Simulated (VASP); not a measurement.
**Cr: single point with PBEsol**

The system is Cr.

```xyz
2
Lattice="2.7672 0.0000 0.0000 -1.3836 2.3965 0.0000 0.0000 0.0000 4.4965" Properties=species:S:1:pos:R:3 pbc="T T T"
Cr    1.3836    0.7988    3.3724
Cr    0.0000    1.5977    1.1241
```

This cell differs from its parent crystal: volume scaled by 1.06.

* Program: VASP 6.6.1
* Task: single point
* Functional: PBEsol
* Potentials or basis: VASP PAW PBE potentials, release 64 (Cr_pv)
* Cutoff: 520 eV
* k mesh: 11 × 11 × 6
* Occupations: fermi-dirac, width 0.05 eV
* Spin: collinear spin, ferromagnetic start
* Starting moments: [3.0, 3.0] μB

```yaml
Pressure: -34.4 GPa
Net_moment: 2.48 μB per cell
Site_moments: Cr +1.15 μB
Valence_electrons_inside_the_program's_atomic_spheres: Cr 10.63
```

Stress tensor (GPa, compression positive):
```
-34.55   0.00   0.00
  0.00 -34.55   0.00
  0.00   0.00 -33.98
```

Levels at points of the mesh, in eV from the Fermi level:
Spin up:
```csv
k point,band 11,band 12,band 13,band 14,band 15,band 16
"(0.00, 0.00, 0.00)",-0.75,-0.46,-0.46,-0.08,-0.08,0.23
"(0.00, 0.00, 0.50)",-0.85,-0.85,-0.85,-0.85,0.74,0.74
```
Spin down:
| k point | band 7 | band 8 | band 9 | band 10 | band 11 | band 12 | band 13 | band 14 |
| --- | --- | --- | --- | --- | --- | --- | --- | --- |
| (0.00, 0.00, 0.00) | -6.61 | -2.84 | 0.13 | 0.23 | 0.23 | 0.59 | 0.59 | 0.63 |
| (0.00, 0.00, 0.50) | -4.70 | -4.70 | -0.41 | -0.41 | 0.18 | 0.18 | 0.18 | 0.18 |

Wall time 46 s on 1 thread of Intel(R) Xeon(R) Platinum 8488C (Sapphire Rapids) (shared host), peak memory 0.2 GiB.

Caveat: the PAW data sets were made with another functional, which shifts forces and pressure a little.
